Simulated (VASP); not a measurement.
MnS:

```xyz
2
Lattice="1.8300 1.0565 2.9709 -1.8300 1.0565 2.9709 0.0000 -2.1131 2.9709" Properties=species:S:1:pos:R:3 pbc="T T T"
Mn    0.0000    0.0000    0.0000
S     0.0000    0.0000    4.4564
```

Base run:

| Property | Result |
| --- | --- |
| Program | VASP 6.6.1 |
| Functional | PBE |
| Potentials or basis | VASP PAW PBE potentials, release 64 (Mn_sv, S) |
| Cutoff | 600 eV |
| k mesh | 8 × 8 × 8 |
| Occupations | fermi-dirac, width 0.05 eV |
| Spin | collinear spin, ferromagnetic start |
| Starting moments | [5.0, 0.0] μB |
| Fixed moment | 5 μB |

Its results: pressure 2.2 GPa; site moments Mn +4.19; S +0.17 μB.

Problem. The run is repeated on the same cell with these changes: fixed moment from 5 μB to 4 μB; moments at the start from [5.0, 0.0] to [4.0, 0.0]. What comes out?

Solution. Pressure -9.3 GPa; site moments Mn +3.61; S -0.00 μB.

Caveats: the total moment is fixed, so each spin has its own Fermi level; a cell with one magnetic atom can't hold antiferromagnetic order, which such compounds often take; the cell stands under tension (at least some runs).
